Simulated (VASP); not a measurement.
Here is a VASP 6.6.1 calculation.

Contents of INCAR:

```
PREC = Accurate
ENCUT = 520
EDIFF = 1E-7
ISMEAR = 0
SIGMA = 0.05
LREAL = False
LASPH = True
NELM = 80
ALGO = Normal
ISIF = 2
LWAVE = False
LCHARG = False
NBANDS = 17
```

File KPOINTS:

```
regular mesh
0
Gamma
  8 8 8
```

The input POSCAR:

```
SnSe
1.0
    0.0000000000      2.9466477701      2.9466477701
    2.9466477701      0.0000000000      2.9466477701
    2.9466477701      2.9466477701      0.0000000000
Sn Se
1 1
Direct
    0.0000000000      0.0000000000      0.0000000000
    0.4681841851      0.4681841851      0.5318158149
```

Potentials or basis: VASP PAW LDA potentials, release 64 (Sn_d, Se).

Launch:

```console
$ cat potpaw_LDA.64/Sn_d/POTCAR potpaw_LDA.64/Se/POTCAR > POTCAR
$ mpirun -np 1 vasp_std > vasp.out
```

What does it give for the largest force?

0.196 eV/Å.

Estimate the pressure.

0.7 GPa.

Estimate the band gap on the k mesh.

0.77 eV, indirect (least direct gap 0.89 eV).

Stress tensor (GPa, compression positive):
```
0.27 0.00 0.00
0.00 0.27 0.00
0.00 0.00 1.63
```

Caveat: the cell differs from its parent crystal (all Se atoms moved +0.188 Å, as atom 2 towards its neighbour atom 1 (Sn) at 2.947 Å); spin-orbit coupling is left out, which moves the levels of the heavy elements. A k mesh can miss the band edges.
